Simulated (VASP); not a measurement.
# BeTe (F-43m) in VASP: further runs

The runs below take BeTe through relaxation of cell and atoms, single point, with PBE, r2SCAN, HSE06.

Everything below comes from runs of VASP 6.6.1. Logs are shortened: lines on timing, memory, paths and dates and some standing lists are left out, and cuts for length are marked.

### 1 The cell of the first run

It takes space group F-43m (No. 216, cubic). The conventional cell has a = 5.294 Å, b = 5.294 Å, c = 5.294 Å, α = 90.00°, β = 90.00°, γ = 90.00°. Be (site symmetry -43m) has 4 Te at 2.29 Å within 3.0 Å. Te (site symmetry -43m) has 4 Be at 2.29 Å within 3.0 Å.

### 2 Relaxation of cell and atoms, PBE

Input file INCAR:

```
  ALGO = Normal
  EDIFF = 1E-7
  EDIFFG = -0.005
  ENCUT = 600
  GGA = PE
  IBRION = 2
  ISIF = 3
  ISMEAR = -1
  LASPH = True
  LCHARG = False
  LREAL = False
  LWAVE = False
  NELM = 80
  NSW = 80
  PREC = Accurate
  SIGMA = 0.02
```

Input file KPOINTS:

```
k-points
0
Gamma
  8 8 8
```

Input file POSCAR:

```
BeTe
1.0
    0.0000000000      2.6469200441      2.6469200441
    2.6469200441      0.0000000000      2.6469200441
    2.6469200441      2.6469200441      0.0000000000
Be Te
1 1
Direct
    0.0000000000      0.0000000000      0.0000000000
    0.2500000000      0.2500000000      0.2500000000
```

Potentials or basis: VASP PAW PBE potentials, release 64 (Be, Te).

On the command line:

```console
$ cat potpaw_PBE.64/Be/POTCAR potpaw_PBE.64/Te/POTCAR > POTCAR
$ mpirun -np 1 vasp_std > vasp.out
```

OUTCAR:

```text
EDIFF = 1E-7
   EDIFFG = -0.005
   ENCUT = 600
   GGA = PE
   IBRION = 2
   ISIF = 3
   ISMEAR = -1
   LASPH = True
   LREAL = False
   NELM = 80
   NSW = 80
   PREC = Accurate

 ion  position               nearest neighbor table
   1  0.000  0.000  0.000-   2 2.29   2 2.29   2 2.29   2 2.29
   2  0.250  0.250  0.250-   1 2.29   1 2.29   1 2.29   1 2.29

  LATTYP: Found a face centered cubic cell.
 ALAT       =     5.2938400882

  Lattice vectors:

 A1 = (   0.0000000000,   2.6469200441,   2.6469200441)
 A2 = (   2.6469200441,   0.0000000000,   2.6469200441)
 A3 = (   2.6469200441,   2.6469200441,   0.0000000000)

Analysis of symmetry for initial positions (statically):
=====================================================================
 Subroutine PRICEL returns:
 Original cell was already a primitive cell.

 Routine SETGRP: Setting up the symmetry group for a
 face centered cubic supercell.

 Subroutine GETGRP returns: Found 24 space group operations
 (whereof 24 operations were pure point group operations)
 out of a pool of 48 trial point group operations.

The static configuration has the point symmetry T_d .

Analysis of symmetry for dynamics (positions and initial velocities):
=====================================================================
 Subroutine PRICEL returns:
 Original cell was already a primitive cell.

 Routine SETGRP: Setting up the symmetry group for a
 face centered cubic supercell.

 Subroutine GETGRP returns: Found 24 space group operations
 (whereof 24 operations were pure point group operations)
 out of a pool of 48 trial point group operations.

The dynamic configuration has the point symmetry T_d .

 Subroutine INISYM returns: Found 24 space group operations
 (whereof 24 operations are pure point group operations),
 and found     1 'primitive' translations

----------------------------------------------------------------------------------------

                                     Primitive cell

  volume of cell :      37.0896

  direct lattice vectors                    reciprocal lattice vectors
     0.000000000  2.646920044  2.646920044    -0.188898792  0.188898792  0.188898792
     2.646920044  0.000000000  2.646920044     0.188898792 -0.188898792  0.188898792
     2.646920044  2.646920044  0.000000000     0.188898792  0.188898792 -0.188898792

  length of vectors
     3.743310225  3.743310225  3.743310225     0.327182306  0.327182306  0.327182306

  position of ions in fractional coordinates (direct lattice)
     0.000000000  0.000000000  0.000000000
     0.250000000  0.250000000  0.250000000

  ion indices of the primitive-cell ions
   primitive index   ion index
                 1           1
                 2           2

----------------------------------------------------------------------------------------

 KPOINTS: k-points

Automatic generation of k-mesh.
 Grid dimensions read from file:
 generate k-points for:    8    8    8

 Generating k-lattice:

  Cartesian coordinates                     Fractional coordinates (reciprocal lattice)
    -0.023612349  0.023612349  0.023612349     0.125000000  0.000000000  0.000000000
     0.023612349 -0.023612349  0.023612349     0.000000000  0.125000000  0.000000000
     0.023612349  0.023612349 -0.023612349     0.000000000  0.000000000  0.125000000

  Length of vectors
     0.040897788  0.040897788  0.040897788

  Shift w.r.t. Gamma in fractional coordinates (k-lattice)
     0.000000000  0.000000000  0.000000000

 Subroutine IBZKPT returns following result:
 ===========================================

 Found     29 irreducible k-points:

 Following reciprocal coordinates:
            Coordinates               Weight
  0.000000  0.000000  0.000000      1.000000
  0.125000  0.000000  0.000000      8.000000
  0.250000  0.000000  0.000000      8.000000
  0.375000  0.000000  0.000000      8.000000
  0.500000  0.000000  0.000000      4.000000
  0.125000  0.125000  0.000000      6.000000
[... 16 lines left out ...]
  0.500000  0.250000  0.125000     48.000000
 -0.375000  0.250000  0.125000     24.000000
 [... further k-points ...]
   k-points           NKPTS =     29   k-points in BZ     NKDIM =     29   number of bands    NBANDS=      8
   number of dos      NEDOS =    301   number of ions     NIONS =      2
   total plane-waves  NPLWV =  27000
   dimension x,y,z NGX =    30 NGY =   30 NGZ =   30
   dimension x,y,z NGXF=    60 NGYF=   60 NGZF=   60
   ions per type =               1   1
   NGX,Y,Z   is equivalent  to a cutoff of  13.32, 13.32, 13.32 a.u.
   NGXF,Y,Z  is equivalent  to a cutoff of  26.65, 26.65, 26.65 a.u.
 SYSTEM =  unknown system
   PREC   = accura    normal or accurate (medium, high low for compatibility)
   ISTART =      0    job   : 0-new  1-cont  2-samecut
   ICHARG =      2    charge: 1-file 2-atom 10-const
   ISPIN  =      1    spin polarized calculation?
   LNONCOLLINEAR =      F non collinear calculations
   LSORBIT =      F    spin-orbit coupling
   LASPH  =      T    aspherical Exc in radial PAW
   ENCUT  =  600.0 eV  44.10 Ry    6.64 a.u.   7.48  7.48  7.48*2*pi/ulx,y,z
   NELM   =     80;   NELMIN=  2; NELMDL= -5     # of ELM steps
   EDIFF  = 0.1E-06   stopping-criterion for ELM
   LREAL  =      F    real-space projection
   EDIFFG = -.5E-02   stopping-criterion for IOM
   NSW    =     80    number of steps for IOM
   IBRION =      2    ionic relax: 0-MD 1-quasi-New 2-CG
   NFREE  =      1    steps in history (QN), initial steepest desc. (CG)
   ISIF   =      3    stress and relaxation
   ISYM   =      2    0-nonsym 1-usesym 2-fastsym
   POTIM  = 0.5000    time-step for ionic-motion
   TEBEG  =    0.0;   TEEND  =   0.0 temperature during run
   PSTRESS=    0.0 pullay stress
   NELECT =       8.0000    total number of electrons
   NUPDOWN=      -1.0000    fix difference up-down
   EMIN   =  10.00;   EMAX   =-10.00  energy-range for DOS
   EFERMI =   0.00;   METHOD = LEGACY
   ISMEAR =    -1;   SIGMA  =   0.02  broadening in eV -4-tet -1-fermi 0-gaus
   EFERMI_NEDOS =   21; number of points for ismear=-14 and -15
   IALGO  =     38    algorithm
   IMIX   =      4    mixing-type and parameters
     AMIX     =   0.40;   BMIX     =  1.00
     AMIX_MAG =   1.60;   BMIX_MAG =  1.00
  volume/ion in A,a.u.               =      18.54       125.15
  Fermi-wavevector in a.u.,A,eV,Ry     =   0.981795  1.855323 13.114938  0.963921
  Thomas-Fermi vector in A             =   2.112828
   LORBIT       =      0    0 simple, 1 ext, 2 COOP (PROOUT), +10 PAW based schemes
   GGA     = PE    functional components
   LHFCALC =     F    Hartree Fock is set to
   AEXX    =    0.0000 exact exchange contribution
   IVDW    =     0    specifies the selected vdW correction
   LEPSILON=     F    determine dielectric tensor
   LRPA    =     F    only Hartree local field effects (RPA)
 conjugate gradient relaxation of ions
 non-spin polarized calculation
  energy-cutoff  :      600.00
  volume of cell :       37.09
 maximum number of plane-waves:      1254
 NGX is ok and might be reduce to    30
   NGX = 15   NGY = 15   NGZ = 15

--------------------------------------- Ionic step        1  -------------------------------------------

 number of electron       8.0000000 magnetization

 Free energy of the ion-electron system (eV)
  ---------------------------------------------------
  ext. energy  EPLUGINS =         0.00000000
  ---------------------------------------------------
  free energy    TOTEN  =        -7.23741781 eV

  energy without entropy =       -7.23741781  energy(sigma->0) =       -7.23741781

------------------------ aborting loop because EDIFF is reached ----------------------------------------

  FORCE on cell =-STRESS in cart. coord.  units (eV):
  Direction    XX          YY          ZZ          XY          YZ          ZX
  --------------------------------------------------------------------------------------
  -------------------------------------------------------------------------------------
  Total        4.0314022      4.0314022      4.0314022     -0.0000000      0.0000000     -0.0000000
  in kB      174.1463000    174.1463000    174.1463000     -0.0000000      0.0000000     -0.0000000
  external PRESSURE =     174.1463000 kB  Pullay stress =       0.0000000 kB
[... 21 lines left out ...]
  energy  without entropy=       -7.2374178128  energy(sigma->0) =       -7.23741781

--------------------------------------- Ionic step        2  -------------------------------------------

 number of electron       8.0000000 magnetization

 E-fermi :   4.4900     XC(G=0):  -8.6892

 val. band max:        4.1082120141   @ k =   0.0000   0.0000   0.0000
 cond. band min:       6.2921291536   @ k =   0.5000   0.5000   0.0000
 fundamental gap:      2.1839171395
 Fermi energy:         4.4899751085

 k-point     1 :       0.0000    0.0000    0.0000
  band No.  band energies     occupation
      1      -7.6159      2.00000
      2       4.1082      2.00000
      3       4.1082      2.00000
      4       4.1082      2.00000
      5       7.2801      0.00000
      6       7.7818      0.00000
      7       7.7818      0.00000
      8       7.7818      0.00000
[... 358 lines left out ...]
  energy  without entropy=       -7.6242556591  energy(sigma->0) =       -7.62425566

--------------------------------------- Ionic step        5  -------------------------------------------

 number of electron       8.0000001 magnetization

 Free energy of the ion-electron system (eV)
  ---------------------------------------------------
  ext. energy  EPLUGINS =         0.00000000
  ---------------------------------------------------
  free energy    TOTEN  =        -7.62428138 eV

  energy without entropy =       -7.62428138  energy(sigma->0) =       -7.62428138

 E-fermi :   5.2651     XC(G=0):  -8.9799

 val. band max:        4.8836240268   @ k =   0.0000   0.0000   0.0000
 cond. band min:       6.9037828957   @ k =   0.5000   0.5000   0.0000
 fundamental gap:      2.0201588689
 Fermi energy:         5.2651080411

 k-point     1 :       0.0000    0.0000    0.0000
  band No.  band energies     occupation
      1      -7.2886      2.00000
      2       4.8836      2.00000
      3       4.8836      2.00000
      4       4.8836      2.00000
      5       8.5089      0.00000
      6       8.5089      0.00000
      7       8.5089      0.00000
      8       8.5660      0.00000
[... 282 lines left out ...]
  FREE ENERGIE OF THE ION-ELECTRON SYSTEM (eV)
  ---------------------------------------------------
  free  energy   TOTEN  =        -7.6242813782 eV

  energy  without entropy=       -7.6242813782  energy(sigma->0) =       -7.62428138

 reached required accuracy - stopping structural energy minimisation
```

Wall time 20 s (1 thread of Intel Xeon 6975P-C (Granite Rapids), shared host); peak memory 0.17 GiB.

What came out:

```
Free energy                           : -7.6243 eV
Relaxed volume                        : 22.76 Å³/atom
Relaxed cell                          : a = 4.008 Å, b = 4.008 Å, c = 4.008 Å, α = 60.00°, β = 60.00°, γ = 60.00°
Space group after relaxing (to 0.1 Å) : F-43m (No. 216)
Energy gained by relaxing             : 193.4 meV/atom
Ionic steps                           : 5
Pressure after relaxing               : 0.0 GPa
Band gap on the k mesh                : 2.02 eV (least direct gap 3.63 eV)
```

The path:
| step | energy change (eV) | largest force (eV/Å) | pressure (GPa) | volume (Å³) |
| --- | --- | --- | --- | --- |
| 1 | 0.0000 | 0.0000 | 17.41 | 37.09 |
| 2 | -0.3457 | 0.0000 | -3.58 | 49.00 |
| 3 | -0.3868 | 0.0000 | 0.13 | 45.43 |
| 4 | -0.3868 | 0.0000 | -0.10 | 45.61 |
| 5 | -0.3869 | 0.0000 | 0.01 | 45.53 |

Final structure:
```yaml
crystal:
  lattice:
    - [0.00000, 2.83405, 2.83405]
    - [2.83405, 0.00000, 2.83405]
    - [2.83405, 2.83405, 0.00000]
  atoms:
    - { symbol: Be, position: [0.00000, 0.00000, 0.00000] }
    - { symbol: Te, position: [0.25000, 0.25000, 0.25000] }
```

Levels at points of the mesh, in eV from the valence-band top:
```csv
k point,band 2,band 3,band 4,band 5,band 6,band 7
"(0.00, 0.00, 0.00)",0.00,0.00,0.00,3.63,3.63,3.63
"(0.50, 0.00, 0.00)",-5.42,-1.10,-1.10,3.03,4.60,4.60
"(0.50, 0.50, 0.00)",-5.01,-2.57,-2.57,2.02,2.69,9.58
```

Caveat: the volume moved by over 15 % at a fixed basis, so the end points are rough; spin-orbit coupling is left out, which moves the levels of the heavy elements.

### 3 Single point, PBE, non-collinear spin, zero start, spin-orbit coupling

This run uses another cell than the first one, of 22.63 Å³/atom.

Input file INCAR:

```
PREC = Accurate
ENCUT = 520
EDIFF = 1E-7
ISMEAR = 0
SIGMA = 0.01
LREAL = False
LASPH = True
NELM = 150
ALGO = Normal
ISIF = 2
LWAVE = False
LCHARG = False
MAGMOM = 0 0 0 0 0 0
LORBIT = 11
LSORBIT = True
GGA_COMPAT = False
LORBMOM = True
GGA = PE
NBANDS = 20
```

Input file KPOINTS:

```
regular mesh
0
Gamma
  8 8 8
```

Input file POSCAR:

```
BeTe
1.0
    0.0000000000      2.8286236282      2.8286236282
    2.8286236282      0.0000000000      2.8286236282
    2.8286236282      2.8286236282      0.0000000000
Be Te
1 1
Direct
    0.0000000000      0.0000000000      0.0000000000
    0.2500000000      0.2500000000      0.2500000000
```

Potentials or basis: VASP PAW PBE potentials, release 64 (Be, Te).

On the command line:

```console
$ cat potpaw_PBE.64/Be/POTCAR potpaw_PBE.64/Te/POTCAR > POTCAR
$ mpirun -np 1 vasp_ncl > vasp.out
```

Run time: 44 s. Hardware: 1 thread of Intel Xeon 6975P-C (Granite Rapids), shared host; peak memory 0.3 GiB.

It converged, with:

```yaml
Free_energy: -7.7097 eV
Pressure: 0.4 GPa
Net_moment: 0.00 μB per cell
Valence_electrons_inside_the_program's_atomic_spheres: Be 0.93; Te 3.50
```

Moments on the atoms (μB; x, y, z):
```
Be  0.00 0.00 0.00
Te  0.00 0.00 0.00
```

### 4 Relaxation of cell and atoms, r2SCAN

This run uses another cell than the first one, of 22.71 Å³/atom.

Input file POSCAR:

```
BeTe
1.0
    0.0000000000      2.8319820960      2.8319820960
    2.8319820960      0.0000000000      2.8319820960
    2.8319820960      2.8319820960      0.0000000000
Be Te
1 1
Direct
    0.0000000000      0.0000000000      0.0000000000
    0.2500000000      0.2500000000      0.2500000000
```

Input file INCAR.step1:

```
SYSTEM = BeTe
ALGO = Normal ; EDIFF = 1E-4
ENCUT = 600 ; GGA = PE
ISMEAR = -1 ; LASPH = .TRUE.
LCHARG = .FALSE. ; LREAL = .FALSE.
LWAVE = .TRUE. ; NELM = 60
PREC = Accurate ; SIGMA = 0.02
```

Input file INCAR.step2:

```
SYSTEM = BeTe
ALGO = Normal ; EDIFF = 1E-6
EDIFFG = -0.005 ; ENCUT = 600
IBRION = 2 ; ISIF = 3
ISMEAR = -1 ; ISTART = 1
LASPH = .TRUE. ; LCHARG = .FALSE.
LMIXTAU = .TRUE. ; LREAL = .FALSE.
LWAVE = .FALSE. ; METAGGA = R2SCAN
NELM = 60 ; NSW = 80
PREC = Accurate ; SIGMA = 0.02
```

Input file KPOINTS:

```
k-points
0
G
  8 8 8
  0 0 0
```

On the command line:

```console
$ cat potpaw_PBE.64/Be/POTCAR potpaw_PBE.64/Te/POTCAR > POTCAR
$ cp INCAR.step1 INCAR
$ mpirun -np 1 vasp_std > vasp.out
$ cp INCAR.step2 INCAR
$ mpirun -np 1 vasp_std > vasp.out
```

It took 22 s on 1 thread of Intel Xeon 6975P-C (Granite Rapids), shared host; peak memory 0.19 GiB.

Results (log left out):

| Quantity | Value |
| --- | --- |
| Free energy | -30.6855 eV |
| Relaxed volume | 22.69 Å³/atom |
| Relaxed cell | a = 4.004 Å, b = 4.004 Å, c = 4.004 Å, α = 60.00°, β = 60.00°, γ = 60.00° |
| Space group after relaxing (to 0.1 Å) | F-43m (No. 216) |
| Ionic steps | 2 |
| Pressure after relaxing | 0.0 GPa |
| Band gap on the k mesh | 2.37 eV (least direct gap 4.03 eV) |

Final structure:
```cif
data_structure
_symmetry_space_group_name_H-M 'P 1'
_symmetry_Int_Tables_number 1
_cell_length_a 4.0036
_cell_length_b 4.0036
_cell_length_c 4.0036
_cell_angle_alpha 60.000
_cell_angle_beta 60.000
_cell_angle_gamma 60.000
_cell_volume 45.38
loop_
_atom_site_label
_atom_site_type_symbol
_atom_site_fract_x
_atom_site_fract_y
_atom_site_fract_z
_atom_site_occupancy
Be1 Be 0.00000 0.00000 0.00000 1
Te1 Te 0.25000 0.25000 0.25000 1
```

Levels at points of the mesh, in eV from the valence-band top:
```csv
k point,band 1,band 2,band 3,band 4,band 5,band 6,band 7,band 8
"(0.00, 0.00, 0.00)",-12.68,0.00,0.00,0.00,4.03,4.03,4.03,4.39
"(0.50, 0.00, 0.00)",-11.28,-5.66,-1.14,-1.14,3.51,5.02,5.02,8.47
"(0.50, 0.50, 0.00)",-10.76,-5.25,-2.69,-2.69,2.37,3.01,10.47,10.47
```

Caveat: the PAW data sets were made with another functional, which shifts forces and pressure a little; spin-orbit coupling is left out, which moves the levels of the heavy elements.

### 5 Single point, HSE06

This run uses another cell than the first one, of 22.63 Å³/atom.

Input file POSCAR:

```
BeTe
1.0
    0.0000000000      2.8286236282      2.8286236282
    2.8286236282      0.0000000000      2.8286236282
    2.8286236282      2.8286236282      0.0000000000
Be Te
1 1
Direct
    0.0000000000      0.0000000000      0.0000000000
    0.2500000000      0.2500000000      0.2500000000
```

Input file INCAR.step1:

```
  ALGO = Normal
  EDIFF = 1E-5
  ENCUT = 520
  GGA = PE
  ISIF = 2
  ISMEAR = 0
  LASPH = True
  LREAL = False
  LWAVE = True
  NBANDS = 11
  NELM = 80
  PREC = Accurate
  SIGMA = 0.01
```

Input file INCAR.step2:

```
  ALGO = Normal
  EDIFF = 1E-6
  ENCUT = 520
  GGA = PE
  HFSCREEN = 0.2079
  ISIF = 2
  ISMEAR = 0
  ISTART = 1
  LASPH = True
  LCHARG = True
  LELF = True
  LHFCALC = True
  LREAL = False
  LVHAR = True
  LWAVE = False
  NBANDS = 11
  NELM = 80
  PREC = Accurate
  PRECFOCK = Normal
  SIGMA = 0.01
```

Input file KPOINTS:

```
k-points
0
Gamma
  6 6 6
```

On the command line:

```console
$ cat potpaw_PBE.64/Be/POTCAR potpaw_PBE.64/Te/POTCAR > POTCAR
$ cp INCAR.step1 INCAR
$ mpirun -np 1 vasp_std > vasp.out
$ cp INCAR.step2 INCAR
$ mpirun -np 1 vasp_std > vasp.out
```

Run time: 4.9 min. Hardware: 1 thread of Intel Xeon 6975P-C (Granite Rapids), shared host; peak memory 0.29 GiB.

Results (log left out):

| Property | Result |
| --- | --- |
| Free energy | -8.7508 eV |
| Pressure | -0.9 GPa |
| Band gap on the k mesh | 2.67 eV (least direct gap 4.48 eV) |

Levels at points of the mesh, in eV from the valence-band top:
| k point | band 1 | band 2 | band 3 | band 4 | band 5 | band 6 | band 7 | band 8 | band 9 |
| --- | --- | --- | --- | --- | --- | --- | --- | --- | --- |
| (0.00, 0.00, 0.00) | -13.35 | 0.00 | 0.00 | 0.00 | 4.48 | 4.48 | 4.48 | 4.49 | 9.34 |
| (0.50, 0.00, 0.00) | -11.87 | -6.01 | -1.20 | -1.20 | 3.79 | 5.48 | 5.48 | 8.84 | 12.05 |
| (0.50, 0.50, 0.00) | -11.33 | -5.58 | -2.82 | -2.82 | 2.67 | 3.40 | 10.99 | 10.99 | 12.78 |

Caveat: the PAW data sets were made with another functional, which shifts forces and pressure a little; spin-orbit coupling is left out, which moves the levels of the heavy elements.

### 6 Overview

| task | level | spin | cell | k mesh | cutoff (eV) | smearing | grid for exact exchange (PRECFOCK) | share of exact exchange | screening parameter | gap on the mesh (eV) | pressure (GPa) | relaxed volume (Å³/atom) |
| --- | --- | --- | --- | --- | --- | --- | --- | --- | --- | --- | --- | --- |
| relaxation of cell and atoms | PBE | off | relaxed from a = 3.743 Å, angles 60.0°, 2 atoms | 8 × 8 × 8 | 600 | fermi-dirac 0.02 eV | - | - | - | 2.02 | 0.0 | 22.76 |
| single point | PBE | non-collinear, zero start, SOC | a = 4.000 Å, angles 60.0°, 2 atoms | 8 × 8 × 8 | 520 | gaussian 0.01 eV | - | - | - | - | 0.4 | - |
| relaxation of cell and atoms | r2SCAN | off | relaxed from a = 4.005 Å, angles 60.0°, 2 atoms | 8 × 8 × 8 | 600 | fermi-dirac 0.02 eV | - | - | - | 2.37 | 0.0 | 22.69 |
| single point | HSE06 | off | a = 4.000 Å, angles 60.0°, 2 atoms | 6 × 6 × 6 | 520 | gaussian 0.01 eV | Normal | 0.25 | 0.2079 1/Å | 2.67 | -0.9 | - |

Alike in all rows: potentials or basis VASP PAW PBE potentials, release 64 (Be, Te).

Caveats: spin-orbit coupling is left out, which moves the levels of the heavy elements (at least some runs); the PAW data sets were made with another functional, which shifts forces and pressure a little (at least some runs); the volume moved by over 15 % at a fixed basis, so the end points are rough (at least some runs).

Absolute energies hang on the potentials; compare differences alone.
